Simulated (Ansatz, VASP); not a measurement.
**Two plane-wave programs on Nb**

```xyz
2
Lattice="2.8893 -0.0855 -0.3426 1.1418 5.2026 -0.5184 -0.7412 -1.1441 2.5588" Properties=species:S:1:pos:R:3 pbc="T T T"
Nb    1.2998    4.3303   -0.3205
Nb    2.1747    1.6862   -0.2336
```

Alike in both runs: functional PBE; k mesh 6 × 4 × 6; occupations gaussian, width 0.1 eV; no spin polarisation.

Ansatz relaxed the structure, and its values are those at the end. VASP's run is a single point on that final structure, the one shown.

|  | VASP | Ansatz |
| --- | --- | --- |
| version | VASP 6.6.1 | Ansatz 0.2.0 |
| potentials or method | VASP PAW PBE potentials, release 64 (Nb_sv), cutoff 520 eV | scalar-relativistic, plane waves, PAW |
| valence electrons in the cell | 26 | 26 |

|  | VASP | Ansatz | Ansatz less VASP |
| --- | --- | --- | --- |
| gap on the k mesh at the Fermi level (eV) | none | none | - |
| pressure (GPa) | -0.3 | -0.1 | +0.30 |

A gap of «none» marks a metal or a gap that the smearing closes.

The k mesh is coarse, so the values compare programs but aren't converged.
